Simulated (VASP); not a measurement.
The system is Al2Si.

```
Al Si
1.0
     2.85118    0.00000    0.00000
     0.00000    2.85118    0.00000
     0.00000    0.00000   11.62143
Al Si
4 2
Cartesian
  0.0000 0.0000 9.6249
  0.0000 0.0000 1.9965
  0.0000 0.0000 5.8107
  1.4256 1.4256 0.0000
  1.4256 1.4256 3.9259
  1.4256 1.4256 7.6955
```

| Quantity | Value |
| --- | --- |
| Program | VASP 6.6.1 |
| Task | relaxation of cell and atoms |
| Functional | PBE |
| Potentials or basis | VASP PAW PBE potentials, release 64 (Al, Si) |
| Cutoff | 600 eV |
| k mesh | 6 × 6 × 2 |
| Occupations | gaussian, width 0.1 eV |
| Spin | no spin polarisation |

At the start: pressure -0.3 GPa; volume 15.75 Å³/atom.

How do energy, volume and symmetry change on relaxing?

Over 6 steps the energy falls by 3.7 meV/atom and the volume is 15.67 Å³/atom (-0.5 %); space group P4/mmm (No. 123, to 0.05 Å).

Step by step:
| step | energy change (eV) | largest force (eV/Å) | pressure (GPa) | volume (Å³) |
| --- | --- | --- | --- | --- |
| 1 | 0.0000 | 0.1638 | -0.26 | 94.47 |
| 2 | -0.0150 | 0.1633 | -0.05 | 94.12 |
| 3 | -0.0172 | 0.1496 | 0.07 | 93.97 |
| 4 | -0.0172 | 0.1452 | 0.10 | 93.93 |
| 5 | -0.0210 | 0.0635 | 0.05 | 93.97 |
| 6 | -0.0220 | 0.0080 | 0.01 | 94.01 |

Final structure:
```
CELL_PARAMETERS angstrom
2.86571 0.00000 0.00000
0.00000 2.86571 0.00000
0.00000 0.00000 11.44715
ATOMIC_POSITIONS crystal
Al 0.00000 0.00000 0.82561
Al 0.00000 0.00000 0.17439
Al 0.00000 0.00000 0.50000
Al 0.50000 0.50000 0.00000
Si 0.50000 0.50000 0.33572
Si 0.50000 0.50000 0.66428
```

Caveat: the k points lie up to 0.37 Å⁻¹ apart in the final cell.
